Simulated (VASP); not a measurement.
# BP3 (I4/mmm) in VASP: notebook

The runs below take BP3 through single point, relaxation of cell and atoms, with PBE.

All numbers are computed with VASP 6.6.1; they aren't measurements. Logs are shortened: lines on timing, memory, paths and dates and some standing lists are left out, and cuts for length are marked.

**1. The cell of the first run**

The structure is tetragonal, space group I4/mmm (No. 139). Conventional cell: a = 3.145 Å, b = 3.145 Å, c = 10.829 Å, α = 90.00°, β = 90.00°, γ = 90.00°. B (site symmetry 4/mmm) has 4 P at 2.22 Å within 2.9 Å. Within 2.9 Å of P (site symmetry 4/mmm) lie 4 B at 2.22 Å. Within 2.9 Å of P (site symmetry -4m2) lie 4 P at 2.22 Å.

**2. Single point, PBE**

INCAR reads:

```
PREC = Accurate
ENCUT = 520
EDIFF = 1E-6
ISMEAR = 0
SIGMA = 0.1
LREAL = F
LASPH = T
NELM = 60
ALGO = Normal
ISIF = 2
LWAVE = F
LCHARG = F
GGA = PE
NBANDS = 17
```

KPOINTS reads:

```
Automatic mesh
0
Gamma
  6 6 6
```

POSCAR reads:

```
BP3
1.0
   -1.5724413925      1.5724413925      5.4144270573
    1.5724413925     -1.5724413925      5.4144270573
    1.5724413925      1.5724413925     -5.4144270573
B P
1 3
Direct
    0.0000000000      0.0000000000      0.0000000000
    0.5000000000      0.5000000000      0.0000000000
    0.2500000000      0.7500000000      0.5000000000
    0.7500000000      0.2500000000      0.5000000000
```

Potentials or basis: VASP PAW PBE potentials, release 64 (B, P).

The run is started by

```console
cat potpaw_PBE.64/B/POTCAR potpaw_PBE.64/P/POTCAR > POTCAR
mpirun -np 1 vasp_std > vasp.out
```

OUTCAR:

```text
PREC = Accurate
   ENCUT = 520
   EDIFF = 1E-6
   ISMEAR = 0
   LREAL = F
   LASPH = T
   NELM = 60
   ISIF = 2
   GGA = PE

 ion  position               nearest neighbor table
   1  0.000  0.000  0.000-   2 2.22   2 2.22   2 2.22   2 2.22
   2  0.500  0.500  0.000-   1 2.22   1 2.22   1 2.22   1 2.22
   3  0.250  0.750  0.500-   4 2.22   4 2.22   4 2.22   4 2.22
   4  0.750  0.250  0.500-   3 2.22   3 2.22   3 2.22   3 2.22

  LATTYP: Found a body centered tetragonal cell.
 ALAT       =     3.1448827850
 C/A-ratio  =     3.4433251904

  Lattice vectors:

 A1 = (  -1.5724413925,   1.5724413925,   5.4144270573)
 A2 = (   1.5724413925,  -1.5724413925,   5.4144270573)
 A3 = (   1.5724413925,   1.5724413925,  -5.4144270573)

Analysis of symmetry for initial positions (statically):
=====================================================================
 Subroutine PRICEL returns:
 Original cell was already a primitive cell.

 Routine SETGRP: Setting up the symmetry group for a
 body centered tetragonal supercell.

 Subroutine GETGRP returns: Found 16 space group operations
 (whereof 16 operations were pure point group operations)
 out of a pool of 16 trial point group operations.

The static configuration has the point symmetry D_4h.

Analysis of symmetry for dynamics (positions and initial velocities):
=====================================================================
 Subroutine PRICEL returns:
 Original cell was already a primitive cell.

 Routine SETGRP: Setting up the symmetry group for a
 body centered tetragonal supercell.

 Subroutine GETGRP returns: Found 16 space group operations
 (whereof 16 operations were pure point group operations)
 out of a pool of 16 trial point group operations.

The dynamic configuration has the point symmetry D_4h.

 Subroutine INISYM returns: Found 16 space group operations
 (whereof 16 operations are pure point group operations),
 and found     1 'primitive' translations

----------------------------------------------------------------------------------------

                                     Primitive cell

  volume of cell :      53.5502

  direct lattice vectors                    reciprocal lattice vectors
    -1.572441393  1.572441393  5.414427057     0.000000000  0.317976875  0.092345874
     1.572441393 -1.572441393  5.414427057     0.317976875  0.000000000  0.092345874
     1.572441393  1.572441393 -5.414427057     0.317976875  0.317976875  0.000000000

  length of vectors
     5.853303702  5.853303702  5.853303702     0.331114864  0.331114864  0.449687209

  position of ions in fractional coordinates (direct lattice)
     0.000000000  0.000000000  0.000000000
     0.500000000  0.500000000  0.000000000
     0.250000000  0.750000000  0.500000000
     0.750000000  0.250000000  0.500000000

  ion indices of the primitive-cell ions
   primitive index   ion index
                 1           1
                 2           2
                 3           3
                 4           4

----------------------------------------------------------------------------------------

 KPOINTS: Automatic mesh

Automatic generation of k-mesh.
 Grid dimensions read from file:
 generate k-points for:    6    6    6

 Generating k-lattice:

  Cartesian coordinates                     Fractional coordinates (reciprocal lattice)
     0.000000000  0.052996146  0.015390979     0.166666667  0.000000000 -0.000000000
     0.052996146  0.000000000  0.015390979     0.000000000  0.166666667 -0.000000000
     0.052996146  0.052996146  0.000000000     0.000000000  0.000000000  0.166666667

  Length of vectors
     0.055185811  0.055185811  0.074947868

  Shift w.r.t. Gamma in fractional coordinates (k-lattice)
     0.000000000  0.000000000  0.000000000

 Subroutine IBZKPT returns following result:
 ===========================================

 Found     30 irreducible k-points:

 Following reciprocal coordinates:
            Coordinates               Weight
  0.000000  0.000000  0.000000      1.000000
  0.166667 -0.000000  0.000000      8.000000
  0.333333 -0.000000  0.000000      8.000000
  0.500000 -0.000000  0.000000      4.000000
  0.166667  0.166667  0.000000      8.000000
  0.333333  0.166667  0.000000     16.000000
[... 16 lines left out ...]
 -0.333333 -0.333333  0.166667      8.000000
 -0.166667 -0.333333  0.166667      8.000000
 [... further k-points ...]
   k-points           NKPTS =     30   k-points in BZ     NKDIM =     30   number of bands    NBANDS=     17
   number of dos      NEDOS =    301   number of ions     NIONS =      4
   total plane-waves  NPLWV = 110592
   dimension x,y,z NGX =    48 NGY =   48 NGZ =   48
   dimension x,y,z NGXF=    96 NGYF=   96 NGZF=   96
   ions per type =               1   3
   NGX,Y,Z   is equivalent  to a cutoff of  13.63, 13.63, 13.63 a.u.
   NGXF,Y,Z  is equivalent  to a cutoff of  27.27, 27.27, 27.27 a.u.
 SYSTEM =  unknown system
[... 104 lines left out ...]
      2      -4.4878      2.00000
      3      -2.3040      2.00000
      4      -0.1641      2.00000
      5       4.8378      2.00000
      6       5.2355      2.00000
[... 9 lines left out ...]
     16      14.2835      0.00000
     17      19.0225      0.00000

 k-point     5 :       0.1667    0.1667    0.0000
  band No.  band energies     occupation
      1      -7.3362      2.00000
      2      -3.8095      2.00000
      3       1.4444      2.00000
      4       1.7846      2.00000
      5       2.3499      2.00000
      6       4.4950      2.00000
[... 9 lines left out ...]
     16      16.4042      0.00000
     17      16.7722      0.00000

 k-point     6 :       0.3333    0.1667    0.0000
  band No.  band energies     occupation
      1      -6.1078      2.00000
      2      -3.0542      2.00000
      3      -1.4625      2.00000
      4       1.8244      2.00000
      5       3.0439      2.00000
      6       3.5598      2.00000
[... 9 lines left out ...]
     16      16.1477      0.00000
     17      17.3269      0.00000

 k-point     7 :       0.5000    0.1667    0.0000
  band No.  band energies     occupation
      1      -4.2828      2.00000
      2      -4.0871      2.00000
      3      -1.9580      2.00000
      4       0.2008      2.00000
      5       4.7327      2.00000
      6       4.8251      2.00000
[... 9 lines left out ...]
     16      15.8909      0.00000
     17      16.7478      0.00000

 k-point     8 :      -0.3333    0.1667   -0.0000
  band No.  band energies     occupation
      1      -6.2067      2.00000
      2      -2.6692      2.00000
      3      -1.4036      2.00000
      4       1.5957      2.00000
      5       2.5573      2.00000
      6       3.1450      2.00000
[... 9 lines left out ...]
     16      16.0603      0.00000
     17      17.0712      0.00000
[... 203 lines left out ...]
      1      -4.6898      2.00000
      2      -4.4338      2.00000
      3      -2.3533      2.00000
      4      -0.0721      2.00000
      5       4.0730      2.00000
      6       6.4891      2.00000
[... 9 lines left out ...]
     16      14.3564      0.00000
     17      18.8016      0.00000

 k-point    20 :       0.5000    0.5000    0.1667
  band No.  band energies     occupation
      1      -4.8126      2.00000
      2      -2.4328      2.00000
      3      -0.9236      2.00000
      4       0.2121      2.00000
      5       3.0796      2.00000
      6       3.4156      2.00000
[... 9 lines left out ...]
     16      17.0120      0.00000
     17      17.4228      0.00000

 k-point    21 :      -0.3333    0.5000    0.1667
  band No.  band energies     occupation
      1      -5.9931      2.00000
      2      -3.4030      2.00000
      3      -1.5297      2.00000
      4       2.1190      2.00000
      5       2.9968      2.00000
      6       5.0181      2.00000
[... 9 lines left out ...]
     16      16.6778      0.00000
     17      17.5312      0.00000

 k-point    22 :      -0.1667    0.5000    0.1667
  band No.  band energies     occupation
      1      -6.4332      2.00000
      2      -3.6175      2.00000
      3      -1.8555      2.00000
      4       1.6641      2.00000
      5       3.9075      2.00000
      6       5.6495      2.00000
[... 9 lines left out ...]
     16      15.2812      0.00000
     17      17.0285      0.00000

 k-point    23 :      -0.3333   -0.3333    0.1667
  band No.  band energies     occupation
      1      -7.2169      2.00000
      2      -4.2434      2.00000
      3       1.3670      2.00000
      4       2.2179      2.00000
      5       3.0846      2.00000
      6       4.8362      2.00000
[... 9 lines left out ...]
     16      16.9435      0.00000
     17      17.1715      0.00000

 k-point    24 :      -0.1667   -0.3333    0.1667
  band No.  band energies     occupation
      1      -7.6719      2.00000
      2      -4.3839      2.00000
      3       1.4228      2.00000
      4       2.0044      2.00000
      5       4.4289      2.00000
      6       4.5980      2.00000
[... 9 lines left out ...]
     16      15.6789      0.00000
     17      15.9339      0.00000

 [... further k-points ...]
[... 5 lines left out ...]
  --------------------------------------------------------------------------------------
  -------------------------------------------------------------------------------------
  Total       -0.1021458     -0.1021458      0.0694301      0.0000000      0.0000000     -0.0000000
  in kB       -3.0561135     -3.0561135      2.0772896      0.0000000      0.0000000     -0.0000000
  external PRESSURE =      -1.3449792 kB  Pullay stress =       0.0000000 kB

 VOLUME and BASIS-vectors are now :
 -----------------------------------------------------------------------------
  energy-cutoff  :      520.00
  volume of cell :       53.55
      direct lattice vectors                 reciprocal lattice vectors
    -1.572441393  1.572441393  5.414427057     0.000000000  0.317976875  0.092345874
     1.572441393 -1.572441393  5.414427057     0.317976875  0.000000000  0.092345874
     1.572441393  1.572441393 -5.414427057     0.317976875  0.317976875  0.000000000

 POSITION                                       TOTAL-FORCE (eV/Angst)
 -----------------------------------------------------------------------------------
      0.00000      0.00000      0.00000        -0.000000     -0.000000     -0.000000
      0.00000      0.00000      5.41443        -0.000000     -0.000000     -0.000000
      1.57244      0.00000      2.70721         0.000000     -0.000000      0.000000
      0.00000      1.57244      2.70721        -0.000000      0.000000      0.000000
 -----------------------------------------------------------------------------------
    total drift:                                0.000000     -0.000000      0.000000

  FREE ENERGIE OF THE ION-ELECTRON SYSTEM (eV)
  ---------------------------------------------------
  free  energy   TOTEN  =       -19.2178549313 eV

  energy  without entropy=      -19.2091478716  energy(sigma->0) =      -19.21350140
```

Wall time 1.7 min (1 thread of Intel Xeon 8259CL, shared host); peak memory 0.3 GiB.

What came out:

```yaml
Free_energy: -19.2179 eV
Pressure: -0.1 GPa
Band_gap_on_the_k_mesh: zero (bands 9 and 10 overlap by 3.63 eV)
```

**3. Relaxation of cell and atoms, PBE**

This run uses another cell than the first one, of 14.60 Å³/atom.

INCAR reads:

```
ALGO     = Normal         # electronic algorithm
EDIFF    = 1E-6           # SCF threshold, eV
EDIFFG   = -0.04          # ionic threshold
ENCUT    = 600            # plane-wave cutoff, eV
GGA      = PE             # functional
IBRION   = 2              # ionic algorithm
ISIF     = 3              # what is computed and relaxed
ISMEAR   = 0              # smearing method
LASPH    = T              # aspherical terms in the spheres
LCHARG   = F              # write CHGCAR
LREAL    = F              # projectors in reciprocal space
LWAVE    = F              # write WAVECAR
NELM     = 60             # most SCF steps
NSW      = 90             # ionic steps
PREC     = Accurate       # precision mode
SIGMA    = 0.1            # smearing width, eV
```

KPOINTS reads:

```
k-points
0
Gamma
  6 6 6
```

POSCAR reads:

```
BP3
1.0
   -1.8698679027      1.8698679027      4.1768477826
    1.8698679027     -1.8698679027      4.1768477826
    1.8698679027      1.8698679027     -4.1768477826
B P
1 3
Direct
    0.0000000000      0.0000000000      0.0000000000
    0.5000000000      0.5000000000      0.0000000000
    0.2500000000      0.7500000000      0.5000000000
    0.7500000000      0.2500000000      0.5000000000
```

Potentials or basis: VASP PAW PBE potentials, release 64 (B, P).

The run is started by

```console
cat potpaw_PBE.64/B/POTCAR potpaw_PBE.64/P/POTCAR > POTCAR
mpirun -np 1 vasp_std > vasp.out
```

Wall time 18 min (1 thread of Intel Xeon 8259CL, shared host); peak memory 0.26 GiB.

The run converged. Its results:

```
Free energy                           : -19.2173 eV
Relaxed volume                        : 13.43 Å³/atom
Relaxed cell                          : a = 5.870 Å, b = 5.870 Å, c = 5.870 Å, α = 148.93°, β = 148.93°, γ = 44.51°
Space group after relaxing (to 0.1 Å) : I4/mmm (No. 139)
Energy gained by relaxing             : 437.7 meV/atom
Ionic steps                           : 30
Pressure after relaxing               : -0.2 GPa
Band gap on the k mesh                : zero (bands 9 and 10 overlap by 3.64 eV)
```

The path:
```csv
step,energy change (eV),largest force (eV/Å),pressure (GPa),volume (Å³)
1,0.0000,0.0000,-10.63,58.42
2,-0.3569,0.0000,-2.21,50.60
3,-0.3653,0.0000,-0.09,49.49
4,-0.3653,0.0000,0.26,49.33
5,-0.3660,0.0000,0.03,49.47
6,-0.3676,0.0000,-0.30,49.78
7,-0.3732,0.0000,-1.09,50.40
8,-0.4043,0.0000,-2.71,51.63
9,-0.4945,0.0000,-5.90,54.08
10,-0.7284,0.0000,-10.57,58.91
11,-0.6149,0.0000,-16.87,68.33
12,-0.7187,0.0000,-12.85,62.36
13,-0.7460,0.0000,-11.74,60.39
14,-0.7457,0.0000,-11.59,60.17
15,-0.7589,0.0000,-11.48,60.04
16,-0.7975,0.0000,-11.12,59.65
17,-0.8708,0.0000,-10.32,58.88
18,-1.0014,0.0000,-8.85,57.35
19,-1.2526,0.0000,-7.22,54.36
20,-1.5293,0.0000,6.26,48.63
21,-1.5315,0.0000,4.32,49.24
22,-1.5888,0.0000,4.89,49.35
23,-1.6560,0.0000,7.23,49.56
24,-1.4573,0.0000,14.23,49.76
25,-1.6560,0.0000,8.98,49.63
26,-1.7200,0.0000,5.05,51.47
27,-1.7438,0.0000,0.76,53.93
28,-1.7441,0.0000,1.17,53.66
29,-1.7499,0.0000,0.27,53.70
30,-1.7507,0.0000,-0.21,53.72
```

Final structure:
```
CELL_PARAMETERS angstrom
-1.57222 1.57222 5.43310
1.57222 -1.57222 5.43310
1.57222 1.57222 -5.43310
ATOMIC_POSITIONS crystal
B 0.00000 0.00000 0.00000
P 0.50000 0.50000 0.00000
P 0.25000 0.75000 0.50000
P 0.75000 0.25000 0.50000
```

Levels at points of the mesh, in eV from the Fermi level:
| k point | band 5 | band 6 | band 7 | band 8 | band 9 | band 10 | band 11 | band 12 | band 13 |
| --- | --- | --- | --- | --- | --- | --- | --- | --- | --- |
| (0.00, 0.00, 0.00) | -3.95 | -1.98 | -1.81 | -1.81 | 0.73 | 0.97 | 1.48 | 2.97 | 6.14 |
| (0.50, 0.00, 0.00) | -3.45 | -3.05 | -0.78 | -0.76 | 1.66 | 1.67 | 1.79 | 2.19 | 2.51 |
| (0.50, 0.50, 0.00) | -7.73 | -6.32 | -5.57 | -4.63 | -1.30 | -0.94 | 0.45 | 1.66 | 4.64 |
| (0.50, 0.50, 0.50) | -4.12 | -3.58 | -2.08 | -1.42 | -1.42 | 0.06 | 2.91 | 4.01 | 4.68 |

Caveat: a cell axis changed by over 15 % at a fixed basis, so the end point is rough.

**4. Single point, PBE**

This run uses another cell than the first one, of 17.91 Å³/atom.

INCAR reads:

```
ALGO = Normal
EDIFF = 1E-6
ENCUT = 520
GGA = PE
ISIF = 2
ISMEAR = 0
LASPH = T
LCHARG = F
LREAL = F
LWAVE = F
NBANDS = 17
NELM = 80
PREC = Accurate
SIGMA = 0.1
```

KPOINTS reads:

```
k-points
0
Gamma
  20 20 20
```

POSCAR reads:

```
BP3
1.0
   -1.5327772241      1.5327772241      7.6226918673
    1.5327772241     -1.5327772241      7.6226918673
    1.5327772241      1.5327772241     -7.6226918673
B P
1 3
Direct
    0.0000000000      0.0000000000      0.0000000000
    0.5000000000      0.5000000000      0.0000000000
    0.2500000000      0.7500000000      0.5000000000
    0.7500000000      0.2500000000      0.5000000000
```

The run is started by

```console
cat potpaw_PBE.64/B/POTCAR potpaw_PBE.64/P/POTCAR > POTCAR
mpirun -np 1 vasp_std > vasp.out
```

It took 85 min on 1 thread of Intel Xeon 8259CL, shared host; peak memory 0.97 GiB.

Results (log left out):

| Quantity | Value |
| --- | --- |
| Free energy | -19.4235 eV |
| Pressure | -0.2 GPa |
| Band gap on the k mesh | zero (bands 9 and 10 overlap by 3.63 eV) |

Stress tensor (GPa, compression positive):
```
-0.37  0.00  0.00
 0.00 -0.37  0.00
 0.00  0.00  0.01
```

Levels at points of the mesh, in eV from the Fermi level:
```tsv
k point	band 6	band 7	band 8	band 9	band 10	band 11	band 12	band 13
(0.00, 0.00, 0.00)	-3.11	-1.37	-1.37	-1.03	1.62	2.04	2.81	4.96
(0.50, 0.00, 0.00)	-2.36	-0.61	-0.61	-0.46	0.49	1.87	2.44	3.32
(0.50, 0.50, 0.00)	-5.88	-5.87	-4.40	-0.24	-0.16	0.72	2.16	3.88
(0.50, 0.50, 0.50)	-3.84	-1.37	-1.37	-1.03	1.57	2.10	4.98	5.06
```

**5. The runs side by side**

| task | cell | k mesh | cutoff (eV) | gap on the mesh (eV) | pressure (GPa) |
| --- | --- | --- | --- | --- | --- |
| single point | a = 5.853 Å, angles 148.8, 148.8, 44.7°, 4 atoms | 6 × 6 × 6 | 520 | none | -0.1 |
| relaxation of cell and atoms | relaxed from a = 4.944 Å, angles 135.6, 135.6, 64.7°, 4 atoms | 6 × 6 × 6 | 600 | none | -0.2 |
| single point | a = 7.925 Å, angles 157.7, 157.7, 31.7°, 4 atoms | 20 × 20 × 20 | 520 | none | -0.2 |

Alike in all rows: level PBE; potentials or basis VASP PAW PBE potentials, release 64 (B, P); no spin polarisation; smearing gaussian 0.1 eV.

Caveats: a cell axis changed by over 15 % at a fixed basis, so the end point is rough (at least some runs).

Absolute energies hang on the potentials; compare differences alone.
